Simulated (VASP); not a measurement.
Input of a VASP 6.6.1 run:

The input INCAR:

```
ALGO = Fast ; EDIFF = 1E-6
ENCUT = 520 ; GGA = PE
ISIF = 2 ; ISMEAR = 0
LASPH = T ; LCHARG = T
LELF = T ; LREAL = F
LVHAR = T ; LWAVE = F
NBANDS = 44 ; NELM = 80
PREC = Accurate ; SIGMA = 0.15
```

File KPOINTS:

```
k-points
0
Gamma
  14 14 8
```

POSCAR

```
SiNi3
1.0
    3.5062596409      0.0000000000      0.0000000000
    0.0000000000      3.5062596409      0.0000000000
    0.0000000000      0.0000000000      7.0125192817
Si Ni
2 6
Direct
    0.0000000000      0.0000000000      0.0000000000
    0.0000000000      0.0000000000      0.5000000000
    0.0000000000      0.5000000000      0.2671122524
    0.0000000000      0.5000000000      0.7671122524
    0.5000000000      0.0000000000      0.2328877476
    0.5000000000      0.0000000000      0.7328877476
    0.5000000000      0.5000000000      0.0000000000
    0.5000000000      0.5000000000      0.5000000000
```

Potentials or basis: VASP PAW PBE potentials, release 64 (Si, Ni).

The run is started by

```bash
$ cat potpaw_PBE.64/Si/POTCAR potpaw_PBE.64/Ni/POTCAR > POTCAR
$ mpirun -np 1 vasp_std > vasp.out
```

What does it give for the pressure?

1.8 GPa.

What does it give for the largest force?

0.970 eV/Å.

Estimate the band gap on the k mesh.

zero (bands 34 and 35 overlap by 0.28 eV).

Stress tensor (GPa, compression positive):
```
1.69 0.00 0.00
0.00 1.69 0.00
0.00 0.00 1.91
```

Caveat: the cell differs from its parent crystal (atoms displaced along a vibrational mode). Spin polarisation is off, so any magnetic state and its effect on volume and gap are missing.
